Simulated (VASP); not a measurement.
# W8C9 in VASP: notebook

Runs on W8C9. Level: PBE. Tasks: single point.

All numbers are computed with VASP 6.6.1; they aren't measurements. Logs are shortened: lines on timing, memory, paths and dates and some standing lists are left out, and cuts for length are marked.

## Step 1: The cell of the first run

The cell holds a slab with vacuum, 17 atoms: a = 5.749 Å, b = 5.633 Å, c = 15.149 Å, α = 90.00°, β = 90.00°, γ = 90.00°.

## Step 2: Single point, PBE

INCAR

```
SYSTEM = W8C9
PREC = Accurate
ENCUT = 520
EDIFF = 1E-6
ISMEAR = -1
SIGMA = 0.15
LREAL = Auto
LASPH = .True.
NELM = 100
ALGO = Normal
ISIF = 2
LWAVE = .False.
LCHARG = .False.
GGA = PE
NBANDS = 88
```

KPOINTS

```
regular mesh
0
Gamma
  3 3 1
  0 0 0
```

POSCAR

```
W8C9
1.0
    5.7490600000      0.0000000000      0.0000000000
    0.0000000000      5.6331800000      0.0000000000
    0.0000000000      0.0000000000     15.1490270000
W C
8 9
Direct
    0.0000000000      0.0000000000      0.0660108000
    0.2508538172      0.0047960209      0.2293746831
    0.0000000000      0.5000000000      0.0660108000
    0.2547799040      0.5061429897      0.2329980749
    0.5000000000      0.0000000000      0.0660108000
    0.7430562564     -0.0088259569      0.2316759422
    0.5000000000      0.5000000000      0.0660108000
    0.7501451052      0.4933477686      0.2356694674
    0.0029710524      0.2499437113      0.1720800488
    0.2758655690      0.2624495336      0.3311503065
    0.0021963586      0.7505003717      0.1745764174
    0.4597127109      0.8759281205      0.3448802201
    0.4992627439      0.2526271530      0.1704766028
    0.6988133195      0.2281850332      0.3320756670
    0.4984106773      0.7471709472      0.1687470902
    0.6167893636      0.7069424618      0.3283366525
    0.4764565247      0.1370548492      0.3589354065
```

Potentials or basis: VASP PAW PBE potentials, release 64 (W_sv, C).

Started as:

```console
$ cat potpaw_PBE.64/W_sv/POTCAR potpaw_PBE.64/C/POTCAR > POTCAR
$ mpirun -np 1 vasp_std > vasp.out
```

OUTCAR:

```text
SYSTEM = W8C9
   PREC = Accurate
   ENCUT = 520
   EDIFF = 1E-6
   ISMEAR = -1
   LREAL = Auto
   LASPH = .True.
   NELM = 100
   ISIF = 2
   GGA = PE

 ion  position               nearest neighbor table
   1  0.000  0.000  0.066-   9 2.14  11 2.16   3 2.82   3 2.82   2 2.86   5 2.87   5 2.87   6 2.91

   2  0.251  0.005  0.229-  10 2.12   9 2.17  13 2.19  11 2.19  15 2.23  12 2.24  17 2.47   4 2.81
                             4 2.82   6 2.83   5 2.86   1 2.86   6 2.92
   3  0.000  0.500  0.066-   9 2.14  11 2.17   1 2.82   1 2.82   7 2.87   7 2.87   4 2.92   8 2.94

   4  0.255  0.506  0.233-  10 2.03  15 2.18  11 2.19  13 2.22   9 2.24  16 2.77   2 2.81   2 2.82
                             8 2.85   7 2.90   8 2.90   3 2.92
   5  0.500  0.000  0.066-  15 2.11  13 2.13   7 2.82   7 2.82   2 2.86   6 2.87   1 2.87   1 2.87

   6  0.743  0.991  0.232-  14 2.04  15 2.19  11 2.19  13 2.23   9 2.27  16 2.29  12 2.45  17 2.60
                             8 2.81   8 2.83   2 2.83   5 2.87   1 2.91   2 2.92
   7  0.500  0.500  0.066-  15 2.09  13 2.11   5 2.82   5 2.82   3 2.87   3 2.87   4 2.90   8 2.95

   8  0.750  0.493  0.236-  16 2.00  14 2.11  13 2.21   9 2.22  11 2.25  15 2.27   6 2.81   6 2.83
                             4 2.85   4 2.90   3 2.94   7 2.95
   9  0.003  0.250  0.172-   1 2.14   3 2.14   2 2.17   8 2.22   4 2.24   6 2.27
  10  0.276  0.262  0.331-  17 1.42   4 2.03   2 2.12
  11  0.002  0.751  0.175-   1 2.16   3 2.17   2 2.19   4 2.19   6 2.19   8 2.25
  12  0.460  0.876  0.345-  16 1.34  17 1.49   2 2.24   6 2.45
  13  0.499  0.253  0.170-   7 2.11   5 2.13   2 2.19   8 2.21   4 2.22   6 2.23
  14  0.699  0.228  0.332-  17 1.44   6 2.04   8 2.11
  15  0.498  0.747  0.169-   7 2.09   5 2.11   4 2.18   6 2.19   2 2.23   8 2.27
  16  0.617  0.707  0.328-  12 1.34   8 2.00   6 2.29   4 2.77
  17  0.476  0.137  0.359-  10 1.42  14 1.44  12 1.49   2 2.47   6 2.60

  LATTYP: Found a simple orthorhombic cell.
 ALAT       =     5.6331800000
 B/A-ratio  =     1.0205709741
 C/A-ratio  =     2.6892495890

  Lattice vectors:

 A1 = (   0.0000000000,  -5.6331800000,   0.0000000000)
 A2 = (   5.7490600000,   0.0000000000,   0.0000000000)
 A3 = (   0.0000000000,   0.0000000000,  15.1490270000)

Analysis of symmetry for initial positions (statically):
=====================================================================
 Subroutine PRICEL returns:
 Original cell was already a primitive cell.

 Routine SETGRP: Setting up the symmetry group for a
 simple orthorhombic supercell.

 Subroutine GETGRP returns: Found  1 space group operations
 (whereof  1 operations were pure point group operations)
 out of a pool of  8 trial point group operations.

The static configuration has the point symmetry C_1 .

Analysis of symmetry for dynamics (positions and initial velocities):
=====================================================================
 Subroutine PRICEL returns:
 Original cell was already a primitive cell.

 Routine SETGRP: Setting up the symmetry group for a
 simple orthorhombic supercell.

 Subroutine GETGRP returns: Found  1 space group operations
 (whereof  1 operations were pure point group operations)
 out of a pool of  8 trial point group operations.

The dynamic configuration has the point symmetry C_1 .

 Subroutine INISYM returns: Found  1 space group operations
 (whereof  1 operations are pure point group operations),
 and found     1 'primitive' translations

----------------------------------------------------------------------------------------

                                     Primitive cell

  volume of cell :     490.6087

  direct lattice vectors                    reciprocal lattice vectors
     5.749060000  0.000000000  0.000000000     0.173941479  0.000000000  0.000000000
     0.000000000  5.633180000  0.000000000     0.000000000  0.177519625  0.000000000
     0.000000000  0.000000000 15.149027000     0.000000000  0.000000000  0.066010840

  length of vectors
     5.749060000  5.633180000 15.149027000     0.173941479  0.177519625  0.066010840

  position of ions in fractional coordinates (direct lattice)
     0.000000000  0.000000000  0.066010800
     0.250853817  0.004796021  0.229374683
     0.000000000  0.500000000  0.066010800
     0.254779904  0.506142990  0.232998075
     0.500000000  0.000000000  0.066010800
     0.743056256  0.991174043  0.231675942
[... 9 lines left out ...]
     0.616789364  0.706942462  0.328336652
     0.476456525  0.137054849  0.358935407

  ion indices of the primitive-cell ions
   primitive index   ion index
                 1           1
                 2           2
                 3           3
                 4           4
                 5           5
                 6           6
[... 9 lines left out ...]
                16          16
                17          17

----------------------------------------------------------------------------------------

 KPOINTS: regular mesh

Automatic generation of k-mesh.
 Grid dimensions read from file:
 generate k-points for:    3    3    1

 Generating k-lattice:

  Cartesian coordinates                     Fractional coordinates (reciprocal lattice)
     0.057980493  0.000000000  0.000000000     0.333333333  0.000000000  0.000000000
     0.000000000  0.059173208  0.000000000     0.000000000  0.333333333  0.000000000
     0.000000000  0.000000000  0.066010840     0.000000000  0.000000000  1.000000000

  Length of vectors
     0.057980493  0.059173208  0.066010840

  Shift w.r.t. Gamma in fractional coordinates (k-lattice)
     0.000000000  0.000000000  0.000000000

 Subroutine IBZKPT returns following result:
 ===========================================

 Found      5 irreducible k-points:

 Following reciprocal coordinates:
            Coordinates               Weight
  0.000000  0.000000  0.000000      1.000000
  0.333333  0.000000  0.000000      2.000000
  0.000000  0.333333  0.000000      2.000000
  0.333333  0.333333  0.000000      2.000000
 -0.333333  0.333333  0.000000      2.000000
   k-points           NKPTS =      5   k-points in BZ     NKDIM =      5   number of bands    NBANDS=     88
   number of dos      NEDOS =    301   number of ions     NIONS =     17
   total plane-waves  NPLWV = 241920
   dimension x,y,z NGX =    48 NGY =   42 NGZ =  120
   dimension x,y,z NGXF=    96 NGYF=   84 NGZF=  240
   ions per type =               8   9
   NGX,Y,Z   is equivalent  to a cutoff of  13.88, 12.40, 13.17 a.u.
   NGXF,Y,Z  is equivalent  to a cutoff of  27.76, 24.79, 26.34 a.u.
 SYSTEM =  W8C9
   PREC   = accura    normal or accurate (medium, high low for compatibility)
   ISTART =      0    job   : 0-new  1-cont  2-samecut
   ICHARG =      2    charge: 1-file 2-atom 10-const
   ISPIN  =      1    spin polarized calculation?
   LNONCOLLINEAR =      F non collinear calculations
   LSORBIT =      F    spin-orbit coupling
   LASPH  =      T    aspherical Exc in radial PAW
   ENCUT  =  520.0 eV  38.22 Ry    6.18 a.u.  10.69 10.47 28.17*2*pi/ulx,y,z
   NELM   =    100;   NELMIN=  2; NELMDL= -5     # of ELM steps
   EDIFF  = 0.1E-05   stopping-criterion for ELM
   LREAL  =      T    real-space projection
   EDIFFG = 0.1E-04   stopping-criterion for IOM
   NSW    =      0    number of steps for IOM
   IBRION =     -1    ionic relax: 0-MD 1-quasi-New 2-CG
   NFREE  =      0    steps in history (QN), initial steepest desc. (CG)
   ISIF   =      2    stress and relaxation
   ISYM   =      2    0-nonsym 1-usesym 2-fastsym
   POTIM  = 0.5000    time-step for ionic-motion
   TEBEG  =    0.0;   TEEND  =   0.0 temperature during run
   PSTRESS=    0.0 pullay stress
   NELECT =     148.0000    total number of electrons
   NUPDOWN=      -1.0000    fix difference up-down
   EMIN   =  10.00;   EMAX   =-10.00  energy-range for DOS
   EFERMI =   0.00;   METHOD = LEGACY
   ISMEAR =    -1;   SIGMA  =   0.15  broadening in eV -4-tet -1-fermi 0-gaus
   EFERMI_NEDOS =   21; number of points for ismear=-14 and -15
   IALGO  =     38    algorithm
   IMIX   =      4    mixing-type and parameters
     AMIX     =   0.40;   BMIX     =  1.00
     AMIX_MAG =   1.60;   BMIX_MAG =  1.00
  volume/ion in A,a.u.               =      28.86       194.75
  Fermi-wavevector in a.u.,A,eV,Ry     =   1.097953  2.074830 16.401828  1.205500
  Thomas-Fermi vector in A             =   2.234322
   LORBIT       =      0    0 simple, 1 ext, 2 COOP (PROOUT), +10 PAW based schemes
   GGA     = PE    functional components
   LHFCALC =     F    Hartree Fock is set to
   AEXX    =    0.0000 exact exchange contribution
   IVDW    =     0    specifies the selected vdW correction
   LEPSILON=     F    determine dielectric tensor
   LRPA    =     F    only Hartree local field effects (RPA)
 non-spin polarized calculation
  energy-cutoff  :      520.00
  volume of cell :      490.61
 maximum number of plane-waves:     13218
 NGX is ok and might be reduce to    48
   NGX = 21   NGY = 21   NGZ = 57

 number of electron     147.9999992 magnetization

 Free energy of the ion-electron system (eV)
  ---------------------------------------------------
  ext. energy  EPLUGINS =         0.00000000
  ---------------------------------------------------
  free energy    TOTEN  =      -168.14785313 eV

  energy without entropy =     -167.46954723  energy(sigma->0) =     -167.80870018

 E-fermi :   0.9115     XC(G=0):  -6.2860

 val. band max:        0.7834493734   @ k =   0.0000   0.3333   0.0000
 cond. band min:       0.9375731573   @ k =  -0.3333   0.3333   0.0000
 fundamental gap:      0.1541237840
 Fermi energy:         0.9115051061

 k-point     1 :       0.0000    0.0000    0.0000
  band No.  band energies     occupation
      1     -73.5537      2.00000
      2     -73.5303      2.00000
      3     -73.4841      2.00000
      4     -73.4565      2.00000
      5     -73.4460      2.00000
      6     -73.4274      2.00000
[... 78 lines left out ...]
     85       3.3276      0.00000
     86       3.4915      0.00000

 k-point     2 :       0.3333    0.0000    0.0000
  band No.  band energies     occupation
      1     -73.5511      2.00000
      2     -73.5290      2.00000
      3     -73.4775      2.00000
      4     -73.4631      2.00000
      5     -73.4463      2.00000
      6     -73.4260      2.00000
[... 78 lines left out ...]
     85       2.7576      0.00001
     86       2.8259      0.00001

 k-point     3 :       0.0000    0.3333    0.0000
  band No.  band energies     occupation
      1     -73.5491      2.00000
      2     -73.5300      2.00000
      3     -73.4769      2.00000
      4     -73.4538      2.00000
      5     -73.4463      2.00000
      6     -73.4336      2.00000
[... 78 lines left out ...]
     85       3.0572      0.00000
     86       3.1956      0.00000

 k-point     4 :       0.3333    0.3333    0.0000
  band No.  band energies     occupation
      1     -73.5473      2.00000
      2     -73.5274      2.00000
      3     -73.4700      2.00000
      4     -73.4568      2.00000
      5     -73.4503      2.00000
      6     -73.4334      2.00000
[... 78 lines left out ...]
     85       2.4452      0.00007
     86       2.5802      0.00003

 k-point     5 :      -0.3333    0.3333    0.0000
  band No.  band energies     occupation
      1     -73.5473      2.00000
      2     -73.5274      2.00000
      3     -73.4700      2.00000
      4     -73.4568      2.00000
      5     -73.4503      2.00000
      6     -73.4335      2.00000
[... 78 lines left out ...]
     85       2.4626      0.00006
     86       2.5988      0.00003
 [bands above 86 left out]

------------------------ aborting loop because EDIFF is reached ----------------------------------------

  FORCE on cell =-STRESS in cart. coord.  units (eV):
  Direction    XX          YY          ZZ          XY          YZ          ZX
  --------------------------------------------------------------------------------------
  -------------------------------------------------------------------------------------
  Total      -11.6346185     -1.8186527      0.7579691     -4.4225818      0.0126732     -0.1214375
  in kB      -37.9950938     -5.9391617      2.4752944    -14.4427949      0.0413867     -0.3965777
  external PRESSURE =     -13.8196537 kB  Pullay stress =       0.0000000 kB

 VOLUME and BASIS-vectors are now :
 -----------------------------------------------------------------------------
  energy-cutoff  :      520.00
  volume of cell :      490.61
      direct lattice vectors                 reciprocal lattice vectors
     5.749060000  0.000000000  0.000000000     0.173941479  0.000000000  0.000000000
     0.000000000  5.633180000  0.000000000     0.000000000  0.177519625  0.000000000
     0.000000000  0.000000000 15.149027000     0.000000000  0.000000000  0.066010840

 POSITION                                       TOTAL-FORCE (eV/Angst)
 -----------------------------------------------------------------------------------
      0.00000      0.00000      1.00000         0.072681      0.055168      0.211832
      1.44217      0.02702      3.47480        -0.043079      0.016872     -0.022690
      0.00000      2.81659      1.00000        -0.010592     -0.009748      0.579817
      1.46474      2.85119      3.52969        -0.010247      0.000728      0.000924
      2.87453      0.00000      1.00000        -0.061916      0.162129     -0.714965
      4.27188      5.58346      3.50967         0.054226     -0.013509     -0.016967
[... 9 lines left out ...]
      3.54596      3.98233      4.97398        -0.014470     -0.072550     -0.022282
      2.73918      0.77205      5.43752        -0.007594     -0.046190      0.046487
 -----------------------------------------------------------------------------------
    total drift:                               -0.005026     -0.033159      0.008479

  FREE ENERGIE OF THE ION-ELECTRON SYSTEM (eV)
  ---------------------------------------------------
  free  energy   TOTEN  =      -168.1478531296 eV

  energy  without entropy=     -167.4695472296  energy(sigma->0) =     -167.80870018
```

It took 17 min on 1 thread of Intel Xeon 8259CL, shared host; peak memory 0.58 GiB.

Results:

| Item | Value |
| --- | --- |
| Free energy | -168.1479 eV |
| Largest force | 0.736 eV/Å |
| Band gap on the k mesh | zero (bands 74 and 75 overlap by 0.17 eV) |

Forces on the atoms (eV/Å):
```
W    0.073  0.055  0.212
W   -0.043  0.017 -0.023
W   -0.011 -0.010  0.580
W   -0.010  0.001  0.001
W   -0.062  0.162 -0.715
W    0.054 -0.014 -0.017
W    0.018 -0.191 -0.274
W    0.021  0.007 -0.012
C   -0.029 -0.007 -0.003
C   -0.053  0.022  0.082
C    0.004 -0.002  0.000
C    0.020  0.020  0.066
C    0.032 -0.016 -0.001
C    0.012  0.071  0.068
C   -0.004  0.003  0.012
C   -0.014 -0.073 -0.022
C   -0.008 -0.046  0.046
```

Caveat: the k points lie up to 0.37 Å⁻¹ apart; spin-orbit coupling is left out, which moves the levels of the heavy elements.

(Part 1 of 2 ends here.)
